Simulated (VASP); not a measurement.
# O (P-1) in VASP: single point with PBEsol

Aim: the single point of O with PBEsol.

Program: VASP 6.6.1. These are calculated values, not measurements. Logs are shortened: lines on timing, memory, paths and dates and some standing lists are left out, and cuts for length are marked.

**1. The cell of the first run**

The typed cell holds 2 atoms: a = 3.270 Å, b = 3.217 Å, c = 4.252 Å, α = 115.89°, β = 114.92°, γ = 68.90°.

**2. Single point, PBEsol (strained and its atoms moved)**

INCAR

```
  ALGO = Normal
  EDIFF = 1E-7
  ENCUT = 520
  GGA = PS
  ISIF = 2
  ISMEAR = 0
  LASPH = T
  LCHARG = F
  LREAL = F
  LWAVE = F
  NBANDS = 13
  NELM = 100
  PREC = Accurate
  SIGMA = 0.1
```

KPOINTS

```
k-points
0
Gamma
  16 16 12
```

POSCAR

```
O
1.0
    2.6889814200     -1.8597605400     -0.0809382150
    2.6575032000      1.8101610000     -0.1127593350
   -2.0788016461     -0.0167427390      3.7096307418
O
2
Direct
    0.0859956885      0.1001821503      0.1821368201
    0.9140043115      0.8998178497      0.8178631799
```

Potentials or basis: VASP PAW PBE potentials, release 64 (O).

Run with:

```bash
cat potpaw_PBE.64/O/POTCAR > POTCAR
mpirun -np 1 vasp_std > vasp.out
```

OUTCAR:

```text
EDIFF = 1E-7
   ENCUT = 520
   GGA = PS
   ISIF = 2
   ISMEAR = 0
   LASPH = T
   LREAL = F
   NELM = 100
   PREC = Accurate

 ion  position               nearest neighbor table
   1  0.086  0.100  0.182-   2 1.34
   2  0.914  0.900  0.818-   1 1.34

  LATTYP: Found a triclinic cell.
 ALAT       =     3.2174090153
 B/A-ratio  =     1.1407298449
 C/A-ratio  =     1.3216901377
 COS(alpha) =     0.0073076635
 COS(beta)  =     0.4365682054
 COS(gamma) =     0.5557923656

  Lattice vectors:

 A1 = (  -2.6575032000,  -1.8101610000,   0.1127593350)
 A2 = (   0.0314782200,  -3.6699215400,   0.0318211200)
 A3 = (  -2.0788016461,  -0.0167427390,   3.7096307418)

Analysis of symmetry for initial positions (statically):
=====================================================================
 Subroutine PRICEL returns:
 Original cell was already a primitive cell.

 Routine SETGRP: Setting up the symmetry group for a
 triclinic supercell.

 Subroutine GETGRP returns: Found  2 space group operations
 (whereof  2 operations were pure point group operations)
 out of a pool of  2 trial point group operations.

The static configuration has the point symmetry S_2 .

Analysis of symmetry for dynamics (positions and initial velocities):
=====================================================================
 Subroutine PRICEL returns:
 Original cell was already a primitive cell.

 Routine SETGRP: Setting up the symmetry group for a
 triclinic supercell.

 Subroutine GETGRP returns: Found  2 space group operations
 (whereof  2 operations were pure point group operations)
 out of a pool of  2 trial point group operations.

The dynamic configuration has the point symmetry S_2 .

 Subroutine INISYM returns: Found  2 space group operations
 (whereof  2 operations are pure point group operations),
 and found     1 'primitive' translations

----------------------------------------------------------------------------------------

                                     Primitive cell

  volume of cell :      35.6488

  direct lattice vectors                    reciprocal lattice vectors
     2.688981420 -1.859760540 -0.080938215     0.188313293 -0.269965722  0.104308500
     2.657503200  1.810161000 -0.112759335     0.193565617  0.275096959  0.109711836
    -2.078801646 -0.016742739  3.709630742     0.009992389  0.002471730  0.275179296

  length of vectors
[... 90 lines left out ...]
   POTIM  = 0.5000    time-step for ionic-motion
   TEBEG  =    0.0;   TEEND  =   0.0 temperature during run
   PSTRESS=    0.0 pullay stress
   NELECT =      12.0000    total number of electrons
   NUPDOWN=      -1.0000    fix difference up-down
   EMIN   =  10.00;   EMAX   =-10.00  energy-range for DOS
   EFERMI =   0.00;   METHOD = LEGACY
   ISMEAR =     0;   SIGMA  =   0.10  broadening in eV -4-tet -1-fermi 0-gaus
   EFERMI_NEDOS =   21; number of points for ismear=-14 and -15
   IALGO  =     38    algorithm
   IMIX   =      4    mixing-type and parameters
     AMIX     =   0.40;   BMIX     =  1.00
     AMIX_MAG =   1.60;   BMIX_MAG =  1.00
  volume/ion in A,a.u.               =      17.82       120.28
  Fermi-wavevector in a.u.,A,eV,Ry     =   1.138816  2.152051 17.645429  1.296902
  Thomas-Fermi vector in A             =   2.275520
   LORBIT       =      0    0 simple, 1 ext, 2 COOP (PROOUT), +10 PAW based schemes
   GGA     = PS    functional components
   LHFCALC =     F    Hartree Fock is set to
   AEXX    =    0.0000 exact exchange contribution
   IVDW    =     0    specifies the selected vdW correction
   LEPSILON=     F    determine dielectric tensor
   LRPA    =     F    only Hartree local field effects (RPA)
 non-spin polarized calculation
 Gauss-broadening in eV      SIGMA  =   0.10
  energy-cutoff  :      520.00
  volume of cell :       35.65
 maximum number of plane-waves:       977
   NGX = 13   NGY = 11   NGZ = 15

 number of electron      12.0000003 magnetization

 Free energy of the ion-electron system (eV)
  ---------------------------------------------------
  ext. energy  EPLUGINS =         0.00000000
  ---------------------------------------------------
  free energy    TOTEN  =        -9.22508370 eV

  energy without entropy =       -9.20160572  energy(sigma->0) =       -9.21334471

 E-fermi :  -2.7066     XC(G=0):  -7.5040

 val. band max:       -2.7072746703   @ k =  -0.3750   0.3750   0.1667
 cond. band min:      -2.7065781382   @ k =  -0.4375  -0.3125   0.3333
 fundamental gap:      0.0006965322
 Fermi energy:        -2.7065817732

 k-point     1 :       0.0000    0.0000    0.0000
  band No.  band energies     occupation
      1     -26.2710      2.00000
      2     -16.4788      2.00000
      3      -9.5410      2.00000
      4      -7.3444      2.00000
      5      -7.2906      2.00000
      6      -2.6903      0.81833
      7      -2.4474      0.00025
      8       4.4898      0.00000
      9       4.8515      0.00000
     10      12.6130      0.00000
     11      13.4729      0.00000
     12      15.2601      0.00000
     13      17.3681      0.00000
[... 354 lines left out ...]
  band No.  band energies     occupation
      1     -26.2473      2.00000
      2     -16.4896      2.00000
      3      -9.4742      2.00000
      4      -7.5008      2.00000
      5      -7.3420      2.00000
      6      -2.7522      1.48096
      7      -2.5162      0.00710
      8       4.7023      0.00000
      9       5.0974      0.00000
     10      12.7035      0.00000
     11      13.5517      0.00000
     12      14.1582      0.00000
     13      15.4184      0.00000

 [... further k-points ...]

------------------------ aborting loop because EDIFF is reached ----------------------------------------

  FORCE on cell =-STRESS in cart. coord.  units (eV):
  Direction    XX          YY          ZZ          XY          YZ          ZX
  --------------------------------------------------------------------------------------
  -------------------------------------------------------------------------------------
  Total       -1.3645535     -0.6095121     -7.2929258     -0.0584759     -0.1987241     -1.5742399
  in kB      -61.3276570    -27.3935368   -327.7687833     -2.6281045     -8.9313341    -70.7516738
  external PRESSURE =    -138.8299924 kB  Pullay stress =       0.0000000 kB

 VOLUME and BASIS-vectors are now :
 -----------------------------------------------------------------------------
  energy-cutoff  :      520.00
  volume of cell :       35.65
      direct lattice vectors                 reciprocal lattice vectors
     2.688981420 -1.859760540 -0.080938215     0.188313293 -0.269965722  0.104308500
     2.657503200  1.810161000 -0.112759335     0.193565617  0.275096959  0.109711836
    -2.078801646 -0.016742739  3.709630742     0.009992389  0.002471730  0.275179296

 POSITION                                       TOTAL-FORCE (eV/Angst)
 -----------------------------------------------------------------------------------
      0.11885      0.01836      0.65740        -1.229579     -0.215127     -5.268026
      3.14883     -0.08471      2.85853         1.229579      0.215127      5.268026
 -----------------------------------------------------------------------------------
    total drift:                               -0.000000     -0.000000      0.000000

  FREE ENERGIE OF THE ION-ELECTRON SYSTEM (eV)
  ---------------------------------------------------
  free  energy   TOTEN  =        -9.2250837023 eV

  energy  without entropy=       -9.2016057211  energy(sigma->0) =       -9.21334471
```

stdout:

```text
POSCAR found type information on POSCAR O
 POSCAR found :  1 types and       2 ions
 scaLAPACK will be used
 -----------------------------------------------------------------------------
|                                                                             |
|                                                                             |
|     You enforced a specific xc type in the INCAR file but a different       |
|     I HOPE YOU KNOW WHAT YOU ARE DOING!                                     |
|                                                                             |
 -----------------------------------------------------------------------------

 LDA part: xc-table for (Slater+PW92), standard interpolation
 POSCAR, INCAR and KPOINTS ok, starting setup
 FFT: planning ... GRIDC
 FFT: planning ... GRID_SOFT
 FFT: planning ... GRID
 WAVECAR not read
 entering main loop
```

Wall time 4.1 min (1 thread of AMD EPYC 9R45 (Zen 5), shared host); peak memory 0.54 GiB.

Results:

```
Free energy            : -9.2251 eV
Pressure               : -13.9 GPa
Largest force          : 5.414 eV/Å
Band gap on the k mesh : zero (bands 6 and 7 overlap by 0.47 eV)
```

Forces in eV/Å, atoms in the order of the input:
```
O   -1.230 -0.215 -5.268
O    1.230  0.215  5.268
```

Stress tensor (GPa, compression positive):
```
 -6.13  -0.26  -7.08
 -0.26  -2.74  -0.89
 -7.08  -0.89 -32.78
```

Caveat: the cell differs from its parent crystal (strained and its atoms moved); spin is off for a triplet molecule; the stress differs along the axes, from -33 to -3 GPa; this functional lacks dispersion, which holds the molecules together, so the pressure and a relaxed volume are unreliable; the PAW data sets were made with another functional, which shifts forces and pressure a little.
